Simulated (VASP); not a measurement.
# Mg2SO in VASP: further runs

The runs below take Mg2SO through single point, with PBE, r2SCAN.

Everything below comes from runs of VASP 6.6.1. Logs are shortened: lines on timing, memory, paths and dates and some standing lists are left out, and cuts for length are marked.

## (1) The cell of the first run

The structure is tetragonal, space group P4/mmm (No. 123). Conventional cell: a = 3.408 Å, b = 3.408 Å, c = 4.734 Å, α = 90.00°, β = 90.00°, γ = 90.00°. O (site symmetry 4/mmm) has 6 Mg at 2.37 to 2.41 Å within 3.1 Å. Mg (site symmetry 4/mmm) has 2 O at 2.37 Å and 4 S at 2.41 Å within 3.1 Å. Within 3.1 Å of Mg (site symmetry 4/mmm) lie 2 S at 2.37 Å and 4 O at 2.41 Å. S (site symmetry 4/mmm) has 6 Mg at 2.37 to 2.41 Å within 3.1 Å.

## (2) Single point, PBE (uniaxial z strain -0.6%)

File INCAR:

```
SYSTEM = Mg2SO
ALGO = Normal
EDIFF = 1E-6
ENCUT = 520
GGA = PE
ISIF = 2
ISMEAR = -1
LASPH = .True.
LCHARG = .True.
LELF = .True.
LREAL = .False.
LVHAR = .True.
LWAVE = .False.
NBANDS = 16
NELM = 100
PREC = Accurate
SIGMA = 0.02
```

File KPOINTS:

```
k-points
0
Gamma
  8 8 6
  0 0 0
```

File POSCAR:

```
Mg2SO
1.0
    3.4083939418      0.0000000000      0.0000000000
    0.0000000000      3.4083939418      0.0000000000
    0.0000000000      0.0000000000      4.7335041862
O Mg S
1 2 1
Direct
    0.0000000000      0.0000000000      0.0000000000
    0.0000000000      0.0000000000      0.5000000000
    0.5000000000      0.5000000000      0.0000000000
    0.5000000000      0.5000000000      0.5000000000
```

Potentials or basis: VASP PAW PBE potentials, release 64 (O, Mg, S).

Started as:

```sh
cat potpaw_PBE.64/O/POTCAR potpaw_PBE.64/Mg/POTCAR potpaw_PBE.64/S/POTCAR > POTCAR
mpirun -np 1 vasp_std > vasp.out
```

OUTCAR:

```text
SYSTEM = Mg2SO
   EDIFF = 1E-6
   ENCUT = 520
   GGA = PE
   ISIF = 2
   ISMEAR = -1
   LASPH = .True.
   LREAL = .False.
   NELM = 100
   PREC = Accurate

 ion  position               nearest neighbor table
   1  0.000  0.000  0.000-   2 2.37   2 2.37   3 2.41   3 2.41   3 2.41   3 2.41
   2  0.000  0.000  0.500-   1 2.37   1 2.37   4 2.41   4 2.41   4 2.41   4 2.41   3 3.38   3 3.38
                             3 3.38   3 3.38   3 3.38   3 3.38   3 3.38   3 3.38
   3  0.500  0.500  0.000-   4 2.37   4 2.37   1 2.41   1 2.41   1 2.41   1 2.41   2 3.38   2 3.38
                             2 3.38   2 3.38   2 3.38   2 3.38   2 3.38   2 3.38
   4  0.500  0.500  0.500-   3 2.37   3 2.37   2 2.41   2 2.41   2 2.41   2 2.41

  LATTYP: Found a simple tetragonal cell.
 ALAT       =     3.4083939418
 C/A-ratio  =     1.3887784884

  Lattice vectors:

 A1 = (   3.4083939418,   0.0000000000,   0.0000000000)
 A2 = (   0.0000000000,   3.4083939418,   0.0000000000)
 A3 = (   0.0000000000,   0.0000000000,   4.7335041862)

Analysis of symmetry for initial positions (statically):
=====================================================================
 Subroutine PRICEL returns:
 Original cell was already a primitive cell.

 Routine SETGRP: Setting up the symmetry group for a
 simple tetragonal supercell.

 Subroutine GETGRP returns: Found 16 space group operations
 (whereof 16 operations were pure point group operations)
 out of a pool of 16 trial point group operations.

The static configuration has the point symmetry D_4h.

Analysis of symmetry for dynamics (positions and initial velocities):
=====================================================================
 Subroutine PRICEL returns:
 Original cell was already a primitive cell.

 Routine SETGRP: Setting up the symmetry group for a
 simple tetragonal supercell.

 Subroutine GETGRP returns: Found 16 space group operations
 (whereof 16 operations were pure point group operations)
 out of a pool of 16 trial point group operations.

The dynamic configuration has the point symmetry D_4h.

 Subroutine INISYM returns: Found 16 space group operations
 (whereof 16 operations are pure point group operations),
 and found     1 'primitive' translations

----------------------------------------------------------------------------------------

                                     Primitive cell

  volume of cell :      54.9898

  direct lattice vectors                    reciprocal lattice vectors
     3.408393942  0.000000000  0.000000000     0.293393316  0.000000000  0.000000000
     0.000000000  3.408393942  0.000000000     0.000000000  0.293393316  0.000000000
     0.000000000  0.000000000  4.733504186     0.000000000  0.000000000  0.211259980

  length of vectors
     3.408393942  3.408393942  4.733504186     0.293393316  0.293393316  0.211259980

  position of ions in fractional coordinates (direct lattice)
     0.000000000  0.000000000  0.000000000
     0.000000000  0.000000000  0.500000000
     0.500000000  0.500000000  0.000000000
     0.500000000  0.500000000  0.500000000

  ion indices of the primitive-cell ions
   primitive index   ion index
                 1           1
                 2           2
                 3           3
                 4           4

----------------------------------------------------------------------------------------

 KPOINTS: k-points

Automatic generation of k-mesh.
 Grid dimensions read from file:
 generate k-points for:    8    8    6

 Generating k-lattice:

  Cartesian coordinates                     Fractional coordinates (reciprocal lattice)
     0.036674164  0.000000000  0.000000000     0.125000000  0.000000000  0.000000000
     0.000000000  0.036674164  0.000000000     0.000000000  0.125000000  0.000000000
     0.000000000  0.000000000  0.035209997     0.000000000  0.000000000  0.166666667

  Length of vectors
     0.036674164  0.036674164  0.035209997

  Shift w.r.t. Gamma in fractional coordinates (k-lattice)
     0.000000000  0.000000000  0.000000000

 Subroutine IBZKPT returns following result:
 ===========================================

 Found     60 irreducible k-points:

 Following reciprocal coordinates:
            Coordinates               Weight
  0.000000  0.000000  0.000000      1.000000
  0.125000  0.000000  0.000000      4.000000
  0.250000  0.000000  0.000000      4.000000
  0.375000  0.000000  0.000000      4.000000
  0.500000  0.000000  0.000000      2.000000
  0.125000  0.125000  0.000000      4.000000
[... 16 lines left out ...]
  0.375000  0.125000  0.166667     16.000000
  0.500000  0.125000  0.166667      8.000000
 [... further k-points ...]
   k-points           NKPTS =     60   k-points in BZ     NKDIM =     60   number of bands    NBANDS=     16
   number of dos      NEDOS =    301   number of ions     NIONS =      4
   total plane-waves  NPLWV =  28224
   dimension x,y,z NGX =    28 NGY =   28 NGZ =   36
[... 40 lines left out ...]
   LHFCALC =     F    Hartree Fock is set to
   AEXX    =    0.0000 exact exchange contribution
   IVDW    =     0    specifies the selected vdW correction
   LEPSILON=     F    determine dielectric tensor
   LRPA    =     F    only Hartree local field effects (RPA)
 non-spin polarized calculation
  energy-cutoff  :      520.00
  volume of cell :       54.99
 maximum number of plane-waves:      1497
 NGX is ok and might be reduce to    28
   NGX = 13   NGY = 13   NGZ = 17

 number of electron      15.9999999 magnetization

 Free energy of the ion-electron system (eV)
  ---------------------------------------------------
  ext. energy  EPLUGINS =         0.00000000
  ---------------------------------------------------
  free energy    TOTEN  =       -18.96763129 eV

  energy without entropy =      -18.96763129  energy(sigma->0) =      -18.96763129

 E-fermi :   3.9969     XC(G=0): -10.0905

 val. band max:        3.5361272750   @ k =   0.0000   0.0000   0.0000
 cond. band min:       6.7505602257   @ k =   0.0000   0.0000   0.0000
 fundamental gap:      3.2144329506
 Fermi energy:         3.9969119160

 k-point     1 :       0.0000    0.0000    0.0000
  band No.  band energies     occupation
      1     -12.1293      2.00000
      2      -9.1471      2.00000
      3      -0.6689      2.00000
      4       1.9635      2.00000
      5       1.9635      2.00000
      6       3.4666      2.00000
[... 8 lines left out ...]
     15      15.3203      0.00000
     16      15.4258      0.00000

 k-point     2 :       0.1250    0.0000    0.0000
  band No.  band energies     occupation
      1     -12.0847      2.00000
      2      -9.0788      2.00000
      3      -0.5377      2.00000
      4       1.3564      2.00000
      5       2.0390      2.00000
      6       2.9515      2.00000
[... 8 lines left out ...]
     15      14.9142      0.00000
     16      15.5354      0.00000

 k-point     3 :       0.2500    0.0000    0.0000
  band No.  band energies     occupation
      1     -11.9744      2.00000
      2      -8.9013      2.00000
      3      -0.1593      2.00000
      4       0.1551      2.00000
      5       2.0303      2.00000
      6       2.2511      2.00000
[... 8 lines left out ...]
     15      14.4008      0.00000
     16      15.4363      0.00000

 k-point     4 :       0.3750    0.0000    0.0000
  band No.  band energies     occupation
      1     -11.8598      2.00000
      2      -8.7017      2.00000
      3      -0.8384      2.00000
      4       0.4013      2.00000
      5       1.3585      2.00000
      6       2.3046      2.00000
[... 8 lines left out ...]
     15      14.6192      0.00000
     16      15.1903      0.00000
[... 324 lines left out ...]
 k-point    22 :       0.2500    0.1250    0.1667
  band No.  band energies     occupation
      1     -11.9225      2.00000
      2      -8.8355      2.00000
      3      -0.3060      2.00000
      4       0.3473      2.00000
      5       1.4676      2.00000
      6       2.1799      2.00000
[... 8 lines left out ...]
     15      14.9115      0.00000
     16      15.9861      0.00000

 k-point    23 :       0.3750    0.1250    0.1667
  band No.  band energies     occupation
      1     -11.8234      2.00000
      2      -8.6055      2.00000
      3      -0.9172      2.00000
      4       0.1074      2.00000
      5       1.4453      2.00000
      6       2.3141      2.00000
[... 8 lines left out ...]
     15      15.5119      0.00000
     16      16.0855      0.00000

 k-point    24 :       0.5000    0.1250    0.1667
  band No.  band energies     occupation
      1     -11.7815      2.00000
      2      -8.4999      2.00000
      3      -1.2827      2.00000
      4       0.0903      2.00000
      5       1.7067      2.00000
      6       2.1160      2.00000
[... 8 lines left out ...]
     15      15.6698      0.00000
     16      16.0021      0.00000

 [... further k-points ...]

------------------------ aborting loop because EDIFF is reached ----------------------------------------

  FORCE on cell =-STRESS in cart. coord.  units (eV):
  Direction    XX          YY          ZZ          XY          YZ          ZX
  --------------------------------------------------------------------------------------
  -------------------------------------------------------------------------------------
  Total        0.7864847      0.7864847      1.1440476      0.0000000      0.0000000     -0.0000000
  in kB       22.9149281     22.9149281     33.3328425      0.0000000      0.0000000     -0.0000000
  external PRESSURE =      26.3875663 kB  Pullay stress =       0.0000000 kB

 VOLUME and BASIS-vectors are now :
 -----------------------------------------------------------------------------
  energy-cutoff  :      520.00
  volume of cell :       54.99
      direct lattice vectors                 reciprocal lattice vectors
     3.408393942  0.000000000  0.000000000     0.293393316  0.000000000  0.000000000
     0.000000000  3.408393942  0.000000000     0.000000000  0.293393316  0.000000000
     0.000000000  0.000000000  4.733504186     0.000000000  0.000000000  0.211259980

 POSITION                                       TOTAL-FORCE (eV/Angst)
 -----------------------------------------------------------------------------------
      0.00000      0.00000      0.00000         0.000000      0.000000      0.000000
      0.00000      0.00000      2.36675         0.000000      0.000000      0.000000
      1.70420      1.70420      0.00000         0.000000      0.000000      0.000000
      1.70420      1.70420      2.36675         0.000000      0.000000      0.000000
 -----------------------------------------------------------------------------------
    total drift:                               -0.000000      0.000000      0.000000

  FREE ENERGIE OF THE ION-ELECTRON SYSTEM (eV)
  ---------------------------------------------------
  free  energy   TOTEN  =       -18.9676312901 eV

  energy  without entropy=      -18.9676312901  energy(sigma->0) =      -18.96763129
```

Wall time 49 s (1 thread of AMD EPYC 7R43 (Zen 3), shared host); peak memory 0.17 GiB.

What came out:

* Free energy: -18.9676 eV
* Pressure: 2.6 GPa
* Band gap on the k mesh: 3.21 eV, direct

Levels at points of the mesh, in eV from the valence-band top:
```csv
k point,band 6,band 7,band 8,band 9,band 10,band 11
"(0.00, 0.00, 0.00)",-0.07,0.00,0.00,3.21,4.95,4.97
"(0.50, 0.00, 0.00)",-1.68,-0.73,-0.53,6.36,6.82,7.14
"(0.50, 0.50, 0.00)",-1.23,-1.23,-1.15,3.54,5.57,5.57
"(0.00, 0.00, 0.50)",-1.07,-0.68,-0.68,5.43,5.94,6.43
"(0.50, 0.00, 0.50)",-0.54,-0.51,-0.50,3.89,6.29,8.30
"(0.50, 0.50, 0.50)",-2.25,-2.25,-1.68,5.11,6.83,6.83
```

Caveat: the cell differs from its parent crystal (uniaxial z strain -0.6%).

## (3) Single point, PBE (shear xy strain +3.6%)

File INCAR:

```
ALGO     = Normal         # electronic algorithm
EDIFF    = 1E-6           # SCF threshold, eV
ENCUT    = 520            # plane-wave cutoff, eV
GGA      = PE             # functional
ISIF     = 2              # what is computed and relaxed
ISMEAR   = -1             # smearing method
LASPH    = T              # aspherical terms in the spheres
LCHARG   = F              # write CHGCAR
LREAL    = F              # projectors in reciprocal space
LWAVE    = F              # write WAVECAR
NBANDS   = 16             # bands
NELM     = 60             # most SCF steps
PREC     = Accurate       # precision mode
SIGMA    = 0.02           # smearing width, eV
```

File KPOINTS:

```
k-points
0
Gamma
  8 8 6
```

File POSCAR:

```
Mg2SO
1.0
    3.4083939418      0.0608398319      0.0000000000
    0.0608398319      3.4083939418      0.0000000000
    0.0000000000      0.0000000000      4.7611186746
O Mg S
1 2 1
Direct
    0.0000000000      0.0000000000      0.0000000000
    0.0000000000      0.0000000000      0.5000000000
    0.5000000000      0.5000000000      0.0000000000
    0.5000000000      0.5000000000      0.5000000000
```

Potentials or basis: VASP PAW PBE potentials, release 64 (O, Mg, S).

Started as:

```sh
cat potpaw_PBE.64/O/POTCAR potpaw_PBE.64/Mg/POTCAR potpaw_PBE.64/S/POTCAR > POTCAR
mpirun -np 1 vasp_std > vasp.out
```

Run time: 64 s. Hardware: 1 thread of AMD EPYC 7R43 (Zen 3), shared host; peak memory 0.19 GiB.

The run converged. Its results:

```
Free energy            : -18.9589 eV
Pressure               : 2.2 GPa
Band gap on the k mesh : 3.12 eV, direct
```

Stress tensor (GPa, compression positive):
```
 2.26 -2.29  0.00
-2.29  2.26  0.00
 0.00  0.00  2.16
```

Levels at points of the mesh, in eV from the valence-band top:
```csv
k point,band 4,band 5,band 6,band 7,band 8,band 9,band 10,band 11,band 12,band 13
"(0.00, 0.00, 0.00)",-1.73,-1.45,-0.11,-0.10,0.00,3.12,4.90,4.95,9.60,9.94
"(0.50, 0.00, 0.00)",-2.75,-2.47,-1.70,-0.77,-0.56,6.31,6.74,7.03,7.38,8.71
"(0.50, 0.50, 0.00)",-4.41,-2.04,-1.29,-1.29,-1.15,3.48,5.43,5.62,5.75,10.40
"(0.00, 0.00, 0.50)",-1.64,-1.23,-0.97,-0.80,-0.62,5.39,5.87,6.33,8.54,9.17
"(0.50, 0.00, 0.50)",-4.49,-0.77,-0.57,-0.56,-0.53,3.84,6.20,8.33,8.37,9.84
"(0.50, 0.50, 0.50)",-3.95,-2.64,-2.29,-2.27,-1.68,5.03,6.65,6.90,9.53,9.83
```

Caveat: the cell differs from its parent crystal (shear xy strain +3.6%). A k mesh can miss the band edges.

## (4) Single point, r2SCAN (uniaxial z strain -0.6%)

File POSCAR:

```
Mg2SO
1.0
    3.4083939418      0.0000000000      0.0000000000
    0.0000000000      3.4083939418      0.0000000000
    0.0000000000      0.0000000000      4.7335041862
O Mg S
1 2 1
Direct
    0.0000000000      0.0000000000      0.0000000000
    0.0000000000      0.0000000000      0.5000000000
    0.5000000000      0.5000000000      0.0000000000
    0.5000000000      0.5000000000      0.5000000000
```

File INCAR.step1:

```
PREC = Accurate ; ENCUT = 520
ISMEAR = 0 ; SIGMA = 0.01
LREAL = False ; LASPH = True
NELM = 80 ; NBANDS = 16
GGA = PE ; ALGO = Normal
EDIFF = 1E-4 ; LWAVE = True
LCHARG = False
```

File INCAR.step2:

```
PREC = Accurate ; ENCUT = 520
EDIFF = 1E-7 ; ISMEAR = 0
SIGMA = 0.01 ; LREAL = False
LASPH = True ; NELM = 80
ALGO = Normal ; ISIF = 2
LWAVE = False ; LCHARG = False
METAGGA = R2SCAN ; LMIXTAU = True
NBANDS = 16 ; ISTART = 1
```

File KPOINTS:

```
Automatic mesh
0
Gamma
  8 8 6
```

Started as:

```sh
cat potpaw_PBE.64/O/POTCAR potpaw_PBE.64/Mg/POTCAR potpaw_PBE.64/S/POTCAR > POTCAR
cp INCAR.step1 INCAR
mpirun -np 1 vasp_std > vasp.out
cp INCAR.step2 INCAR
mpirun -np 1 vasp_std > vasp.out
```

It took 3.5 min on 1 thread of AMD EPYC 7R43 (Zen 3), shared host; peak memory 0.17 GiB.

It converged, with:

```
Free energy            : -30.0564 eV
Pressure               : 0.1 GPa
Band gap on the k mesh : 3.99 eV, direct
```

Stress tensor (GPa, compression positive):
```
-0.21  0.00  0.00
 0.00 -0.21  0.00
 0.00  0.00  0.63
```

Levels at points of the mesh, in eV from the valence-band top:
```tsv
k point	band 5	band 6	band 7	band 8	band 9	band 10	band 11	band 12
(0.00, 0.00, 0.00)	-1.61	-0.07	0.00	0.00	3.99	5.52	5.77	10.44
(0.50, 0.00, 0.00)	-2.39	-1.68	-0.75	-0.55	7.02	7.44	8.01	8.29
(0.50, 0.50, 0.00)	-2.04	-1.26	-1.26	-1.17	4.23	6.17	6.17	6.69
(0.00, 0.00, 0.50)	-1.09	-1.09	-0.70	-0.70	5.97	6.73	7.23	9.55
(0.50, 0.00, 0.50)	-0.73	-0.56	-0.53	-0.53	4.51	7.01	8.97	9.23
(0.50, 0.50, 0.50)	-2.65	-2.25	-2.25	-1.65	5.78	7.48	7.48	10.71
```

Caveat: the cell differs from its parent crystal (uniaxial z strain -0.6%); the PAW data sets were made with another functional, which shifts forces and pressure a little.

## (5) Single point, r2SCAN (shear xy strain +3.6%)

File POSCAR:

```
Mg2SO
1.0
    3.4083939418      0.0608398319      0.0000000000
    0.0608398319      3.4083939418      0.0000000000
    0.0000000000      0.0000000000      4.7611186746
O Mg S
1 2 1
Direct
    0.0000000000      0.0000000000      0.0000000000
    0.0000000000      0.0000000000      0.5000000000
    0.5000000000      0.5000000000      0.0000000000
    0.5000000000      0.5000000000      0.5000000000
```

File INCAR.step1:

```
PREC = Accurate
ENCUT = 520
ISMEAR = 0
SIGMA = 0.01
LREAL = False
LASPH = True
NELM = 60
NBANDS = 16
GGA = PE
ALGO = Normal
EDIFF = 1E-4
LWAVE = True
LCHARG = False
```

File INCAR.step2:

```
PREC = Accurate
ENCUT = 520
EDIFF = 1E-7
ISMEAR = 0
SIGMA = 0.01
LREAL = False
LASPH = True
NELM = 60
ALGO = Normal
ISIF = 2
LWAVE = False
LCHARG = False
METAGGA = R2SCAN
LMIXTAU = True
NBANDS = 16
ISTART = 1
```

File KPOINTS:

```
regular mesh
0
Gamma
  8 8 6
```

Started as:

```sh
cat potpaw_PBE.64/O/POTCAR potpaw_PBE.64/Mg/POTCAR potpaw_PBE.64/S/POTCAR > POTCAR
cp INCAR.step1 INCAR
mpirun -np 1 vasp_std > vasp.out
cp INCAR.step2 INCAR
mpirun -np 1 vasp_std > vasp.out
```

It took 5 min on 1 thread of AMD EPYC 7R43 (Zen 3), shared host; peak memory 0.19 GiB.

The run converged. Its results:

* Free energy: -30.0428 eV
* Pressure: -0.3 GPa
* Band gap on the k mesh: 3.90 eV, direct

Stress tensor (GPa, compression positive):
```
-0.23 -2.25  0.00
-2.25 -0.23  0.00
 0.00  0.00 -0.53
```

Levels at points of the mesh, in eV from the valence-band top:
```
           k point  band 4  band 5  band 6  band 7  band 8  band 9  band 10  band 11  band 12  band 13
(0.00, 0.00, 0.00)   -1.77   -1.48   -0.11   -0.10    0.00    3.90     5.51     5.72    10.24    10.59
(0.50, 0.00, 0.00)   -2.80   -2.44   -1.70   -0.79   -0.58    6.96     7.37     7.89     8.20     9.40
(0.50, 0.50, 0.00)   -4.48   -2.09   -1.32   -1.32   -1.17    4.18     6.03     6.22     6.61    11.43
(0.00, 0.00, 0.50)   -1.62   -1.25   -0.99   -0.81   -0.64    5.93     6.66     7.13     9.39    10.02
(0.50, 0.00, 0.50)   -4.51   -0.79   -0.59   -0.58   -0.55    4.46     6.91     9.00     9.09    10.55
(0.50, 0.50, 0.50)   -4.03   -2.66   -2.29   -2.27   -1.65    5.70     7.29     7.54    10.56    10.59
```

Caveat: the cell differs from its parent crystal (shear xy strain +3.6%); the PAW data sets were made with another functional, which shifts forces and pressure a little. A k mesh can miss the band edges.

## (6) Summary

| level | cell | smearing | gap on the mesh (eV) | pressure (GPa) |
| --- | --- | --- | --- | --- |
| PBE | a = 3.408, b = 3.408, c = 4.734 Å, 4 atoms | fermi-dirac 0.02 eV | 3.21 | 2.6 |
| PBE | a = 3.409, b = 3.409, c = 4.761 Å, angles 90.0, 90.0, 88.0°, 4 atoms | fermi-dirac 0.02 eV | 3.12 | 2.2 |
| r2SCAN | a = 3.408, b = 3.408, c = 4.734 Å, 4 atoms | gaussian 0.01 eV | 3.99 | 0.1 |
| r2SCAN | a = 3.409, b = 3.409, c = 4.761 Å, angles 90.0, 90.0, 88.0°, 4 atoms | gaussian 0.01 eV | 3.90 | -0.3 |

Alike in all rows: task single point; potentials or basis VASP PAW PBE potentials, release 64 (O, Mg, S); no spin polarisation; k mesh 8 × 8 × 6; cutoff (eV) 520.

Caveats: the PAW data sets were made with another functional, which shifts forces and pressure a little (some runs).

Total energies depend on the potentials used, so only differences within one code and one set of settings carry meaning.
